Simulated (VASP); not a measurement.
Set up this calculation in VASP 6.6.1, as the native input.

- Task: single point
- Functional: LDA
- Potentials or basis: VASP PAW LDA potentials, release 64 (Al, O)
- Cutoff: 520 eV
- k mesh: 12 × 12 × 4
- Occupations: gaussian, width 0.05 eV
- Spin: no spin polarisation
- Dipole correction: no
- Further INCAR settings: ALGO = Normal; EDIFF = 1e-06; NBANDS = 20

The structure of Al2O3 lies in POSCAR:

```
Al2O3
1.0
    2.6707617509      0.0000000000      0.0000000000
   -1.3353808755      2.3129475238      0.0000000000
    0.0000000000      0.0000000000     10.5470742869
Al O
2 3
Direct
    0.0000000000      0.0000000000      0.1469612859
    0.0000000000      0.0000000000      0.8530387141
    0.3333333333      0.6666666667      0.2184227737
    0.6666666667      0.3333333333      0.0000000000
    0.3333333333      0.6666666667      0.7815772263
```

This cell differs from its parent crystal: ratio of the length along z to the lengths across it x 1.2, volume and fractional coordinates fixed.

One way to write it, as run:

INCAR

```
PREC = Accurate
ENCUT = 520
EDIFF = 1E-6
ISMEAR = 0
SIGMA = 0.05
LREAL = False
LASPH = True
NELM = 80
ALGO = Normal
ISIF = 2
LWAVE = False
LCHARG = False
NBANDS = 20
```

KPOINTS

```
Automatic mesh
0
Gamma
  12 12 4
```

Potentials or basis: VASP PAW LDA potentials, release 64 (Al, O).

Command:

```bash
$ cat potpaw_LDA.64/Al/POTCAR potpaw_LDA.64/O/POTCAR > POTCAR
$ mpirun -np 1 vasp_std > vasp.out
```

It gave:

* Pressure: 12.2 GPa
* Largest force: 2.724 eV/Å
* Band gap on the k mesh: 4.83 eV

Caveat: the cell stands under pressure; forces of over 1 eV/Å act on the atoms, so gaps and moduli don't describe the material at rest.

Run time: 74 s on 1 thread of Intel Xeon 8259CL (shared host), peak memory 0.19 GiB.
